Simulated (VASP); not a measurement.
MoS2:

```
Mo S
1.0
     3.26994    0.00000    0.00000
    -1.63497    2.83185    0.00000
     0.00000    0.00000    6.39554
Mo S
1 2
Cartesian
  0.0000 0.0000 3.1978
  1.6350 0.9439 4.7626
  0.0000 1.8879 1.6329
```

Base run:

```yaml
Program: VASP 6.6.1
Functional: PBE
Potentials_or_basis: VASP PAW PBE potentials, release 64 (Mo_sv, S)
Cutoff: 520 eV
k_mesh: 9 × 9 × 4
Occupations: fermi-dirac, width 0.05 eV
Spin: no spin polarisation
```

Its results: band gap on the k mesh zero (band 13 reaches 7.03 eV, above the bottom of band 14 at 6.01 eV); pressure -3.8 GPa; largest force 0.313 eV/Å.

Task: The run is repeated on the same cell with these changes: functional from PBE to RPBE. What comes out?

Result: Band gap on the k mesh zero (band 13 reaches 7.14 eV, above the bottom of band 14 at 6.09 eV); pressure -1.5 GPa; largest force 0.248 eV/Å.

RPBE binds less tightly than PBE, so the same cell stands under more pressure.

Caveats: this functional lacks dispersion, which binds the layers, so the pressure and a relaxed spacing across them are unreliable; the PAW data sets were made with another functional, which shifts forces and pressure a little (some runs).
